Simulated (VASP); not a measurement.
A run of VASP 6.6.1:

Contents of INCAR:

```
  ALGO = Normal
  EDIFF = 1E-7
  ENCUT = 520
  GGA = PE
  ISIF = 2
  ISMEAR = -1
  LASPH = T
  LCHARG = T
  LELF = T
  LREAL = F
  LVHAR = T
  LWAVE = F
  NBANDS = 35
  NELM = 60
  PREC = Accurate
  SIGMA = 0.05
```

Contents of KPOINTS:

```
k-points
0
Gamma
  10 10 1
```

POSCAR

```
MoS2
1.0
    3.1841260822      0.0000000000      0.0000000000
   -1.5920630411      2.7575340760      0.0000000000
    0.0000000000      0.0000000000     35.4372499633
S Mo
4 2
Direct
    0.3333333300      0.6666666600      0.2116417049
    0.3333333300      0.6666666600      0.2991950567
    0.3333333300      0.6666666600      0.7008049433
    0.3333333300      0.6666666600      0.7883582951
    0.0000000000      0.0000000000      0.2554183808
    0.0000000000      0.0000000000      0.7445816192
```

Potentials or basis: VASP PAW PBE potentials, release 64 (S, Mo_sv).

Run with:

```sh
$ cat potpaw_PBE.64/S/POTCAR potpaw_PBE.64/Mo_sv/POTCAR > POTCAR
$ mpirun -np 1 vasp_std > vasp.out
```

Hardware: 1 thread of Intel(R) Xeon(R) Platinum 8124M CPU @ 3.00GHz (Skylake/Cascade Lake) (shared host).

Question: Estimate the wall time of this run.

Answer: It took 6.2 min on 1 thread of Intel(R) Xeon(R) Platinum 8124M CPU @ 3.00GHz (Skylake/Cascade Lake), on a shared host, peak memory 0.46 GiB. Counts: scf iterations 26, k points 14.
